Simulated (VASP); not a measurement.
A run of VASP 6.6.1 is set up as follows.

The input INCAR:

```
SYSTEM = HfO2
  ALGO = Normal
  EDIFF = 1E-6
  ENCUT = 520
  GGA = PS
  GGA_COMPAT = .False.
  ISIF = 2
  ISMEAR = -1
  ISYM = -1
  LASPH = .True.
  LCHARG = .True.
  LELF = .True.
  LREAL = Auto
  LVHAR = .True.
  LWAVE = .False.
  NBANDS = 81
  NELM = 120
  PREC = Accurate
  SIGMA = 0.0388
```

The input KPOINTS:

```
explicit points
4
Reciprocal
  0.25000000   0.25000000   0.25000000 2
  0.25000000   0.25000000   0.75000000 2
  0.25000000   0.75000000   0.25000000 2
  0.25000000   0.75000000   0.75000000 2
```

The input POSCAR:

```
HfO2
1.0
   -3.5635770000     -3.5635770000      0.0000000000
    0.0000000000      0.0000000000      5.1799400000
   -3.5635770000      7.1271540000      0.0000000000
Hf O
6 12
Direct
    0.1658964200      0.5048672378      0.3333673815
    0.8295637595      0.4945491647      0.6617467973
    0.5029897394      0.5079950733      0.0063103262
    0.6689246039      0.0029214624      0.3321479139
    0.3439520646     -0.0043149148      0.6780154697
   -0.0051492269      0.0273752206      0.0004051173
    0.4982080271      0.6722494855      0.5006333056
    0.1423961561      0.7086591737      0.8368115333
    0.8278705170      0.7152190952      0.1791047778
    0.3251620493      0.8089377483      0.1534435765
    0.0207635942      0.7707869203      0.5034577149
    0.6631755116      0.8063940895      0.8463563436
    0.3321856101      0.3008351448      0.1729899480
   -0.0022761774      0.2949700190      0.4957458007
    0.6503496347      0.2807910902      0.8375985702
    0.4997271936      0.1764757893      0.5023098046
    0.1670536842      0.2175926748      0.8328988916
    0.8197449735      0.1962671382      0.1657162639
```

Potentials or basis: VASP PAW PBE potentials, release 64 (Hf_pv, O).

The run is started by

```bash
$ cat potpaw_PBE.64/Hf_pv/POTCAR potpaw_PBE.64/O/POTCAR > POTCAR
$ mpirun -np 1 vasp_std > vasp.out
```

**Question.** What does it give for the pressure?

**Answer.** -1.9 GPa.

**Question.** What does it give for the largest force?

**Answer.** 1.941 eV/Å.

**Question.** What does it give for the band gap on the k mesh?

**Answer.** 4.82 eV.

Stress tensor (GPa, compression positive):
```
-1.99 -0.23  0.57
-0.23 -0.12  1.52
 0.57  1.52 -3.71
```

Caveat: the atoms stand as in a frame of molecular dynamics; the PAW data sets were made with another functional, which shifts forces and pressure a little; spin-orbit coupling is left out, which moves the levels of the heavy elements; a shifted mesh leaves out Γ, where band edges can lie. A k mesh can miss the band edges.
